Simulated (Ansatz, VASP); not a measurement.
# TiO2 in VASP and in Ansatz

```
CELL_PARAMETERS angstrom
4.69005 0.00000 0.00000
0.00000 4.69005 0.00000
0.00000 0.00000 3.01725
ATOMIC_POSITIONS crystal
Ti 0.00000 0.00000 0.50000
Ti 0.50000 0.50000 0.00000
O 0.30432 0.30432 0.50000
O 0.19568 0.80432 0.00000
O 0.80432 0.19568 0.00000
O 0.69568 0.69568 0.50000
```

Alike in both runs: task single point; functional PBE; k mesh 6 × 6 × 9; occupations fermi-dirac, width 0.05 eV; no spin polarisation.

```csv
,VASP,Ansatz
version,VASP 6.6.1,Ansatz 0.2.0
potentials or method,"VASP PAW PBE potentials, release 64 (Ti_sv, O)",Ansatz PAW
plane-wave cutoff (eV),520,420
valence electrons in the cell,48,48
```

Ansatz gave:

```
gap on the k mesh at the Fermi level (eV)                     : 1.72
least direct gap on the mesh (eV)                             : 1.72
pressure (GPa)                                                : -8.4
traceless stress, the component that is largest in VASP (GPa) : -2.61
rms of the force components (eV/Å)                            : 0.121
```

**Question.** What did VASP give for the same quantities?

**Answer.** gap on the k mesh at the Fermi level (eV): 1.70; least direct gap on the mesh (eV): 1.70; pressure (GPa): -7.8; traceless stress, the component that is largest in VASP (GPa): -2.42; rms of the force components (eV/Å): 0.111.

Atom by atom the forces differ by 0.010 eV/Å (rms over components).

Noted on Ansatz's run: odd divisions of the mesh miss points on the zone boundary, where band edges often lie, so the gap on the mesh can be too wide.
